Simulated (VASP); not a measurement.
Wanted: the native input for a VASP 6.6.1 run.

```yaml
Task: single point
Functional: PBE
Potentials_or_basis: VASP PAW PBE potentials, release 64 (Sc_sv, In_d, Rh_pv)
Cutoff: 500 eV
k_mesh: 8 × 8 × 8
Occupations: gaussian, width 0.1 eV
Spin: no spin polarisation
Dipole_correction: no
Further_INCAR_settings: ALGO = Normal; EDIFF = 1e-06; NBANDS = 40
```

The structure of ScIn3Rh lies in POSCAR:

```
ScIn3Rh
1.0
    5.0616422210      0.0000000000      0.0000000000
    0.0000000000      5.0616422210      0.0000000000
    0.0000000000      0.0000000000      5.0616422210
Sc In Rh
1 3 1
Direct
    0.0000000000      0.0000000000      0.0000000000
    0.5000000000      0.5000000000      0.0000000000
    0.0000000000      0.5000000000      0.5000000000
    0.5000000000      0.0000000000      0.5000000000
    0.5000000000      0.5000000000      0.5000000000
```

The cell was generated, and may not be a known phase.

The input as run:

INCAR

```
ALGO = Normal
EDIFF = 1E-6
ENCUT = 500
GGA = PE
GGA_COMPAT = False
ISIF = 2
ISMEAR = 0
LASPH = True
LCHARG = True
LELF = True
LREAL = False
LVHAR = True
LWAVE = False
NBANDS = 40
NELM = 120
PREC = Accurate
SIGMA = 0.1
```

KPOINTS

```
k-points
0
Gamma
  8 8 8
```

Potentials or basis: VASP PAW PBE potentials, release 64 (Sc_sv, In_d, Rh_pv).

Launch:

```bash
$ cat potpaw_PBE.64/Sc_sv/POTCAR potpaw_PBE.64/In_d/POTCAR potpaw_PBE.64/Rh_pv/POTCAR > POTCAR
$ mpirun -np 1 vasp_std > vasp.out
```

Results of the run:

- Pressure: 0.0 GPa
- Band gap on the k mesh: zero (an odd number of electrons rules out a gap without spin polarisation)

Caveat: spin-orbit coupling is left out, which moves the levels of the heavy elements.

Run time: 4 min on 1 thread of Oxide Virtual Turin-like Processor, on a shared host, peak memory 0.3 GiB.
